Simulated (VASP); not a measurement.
Wanted: the native input for a VASP 6.6.1 run.

```yaml
Task: single point
Functional: PBE
Potentials_or_basis: VASP PAW PBE potentials, release 64 (W_sv, Se)
Cutoff: 520 eV
k_mesh: 12 × 12 × 12
Occupations: gaussian, width 0.1 eV
Spin: collinear spin
Starting_moments: "[1.0, 0.0] μB"
Hubbard_terms: W d U = 6.2 eV
Dipole_correction: no
Further_INCAR_settings: ALGO = Normal; EDIFF = 1e-07; NBANDS = 21
```

The structure of WSe lies in POSCAR:

```
WSe
1.0
    0.0000000000      2.7923052720      2.7923052720
    2.7923052720      0.0000000000      2.7923052720
    2.7923052720      2.7923052720      0.0000000000
W Se
1 1
Direct
    0.0000000000      0.0000000000      0.0000000000
    0.5000000000      0.5000000000      0.5000000000
```

The input as run:

INCAR

```
ALGO     = Normal         # electronic algorithm
EDIFF    = 1E-7           # SCF threshold, eV
ENCUT    = 520            # plane-wave cutoff, eV
GGA      = PE             # functional
ISIF     = 2              # what is computed and relaxed
ISMEAR   = 0              # smearing method
ISPIN    = 2              # spin polarisation
LASPH    = T              # aspherical terms in the spheres
LCHARG   = T              # write CHGCAR
LDAU     = T              # DFT+U
LDAUJ    = 0 0          
LDAUL    = 2 -1           # shell
LDAUPRINT= 1            
LDAUTYPE = 2            
LDAUU    = 6.2 0          # U, eV
LELF     = T              # ELF
LMAXMIX  = 4              # l up to which the mixer works
LORBIT   = 11             # projections on sites
LREAL    = F              # projectors in reciprocal space
LVHAR    = T            
LWAVE    = F              # write WAVECAR
MAGMOM   = 1 0            # initial moments
NBANDS   = 21             # bands
NELM     = 150            # most SCF steps
PREC     = Accurate       # precision mode
SIGMA    = 0.1            # smearing width, eV
```

KPOINTS

```
k-points
0
Gamma
  12 12 12
```

Potentials or basis: VASP PAW PBE potentials, release 64 (W_sv, Se).

Command:

```console
$ cat potpaw_PBE.64/W_sv/POTCAR potpaw_PBE.64/Se/POTCAR > POTCAR
$ mpirun -np 1 vasp_std > vasp.out
```

It gave:

- Pressure: 2.4 GPa
- Net moment: 3.74 μB per cell
- Site moments: W +3.08; Se -0.05 μB
- Valence electrons inside the program's atomic spheres: W 11.78; Se 3.89

Wall time 2.3 min on 1 thread of Intel(R) Xeon(R) Platinum 8488C (Sapphire Rapids), on a shared host, peak memory 0.25 GiB.
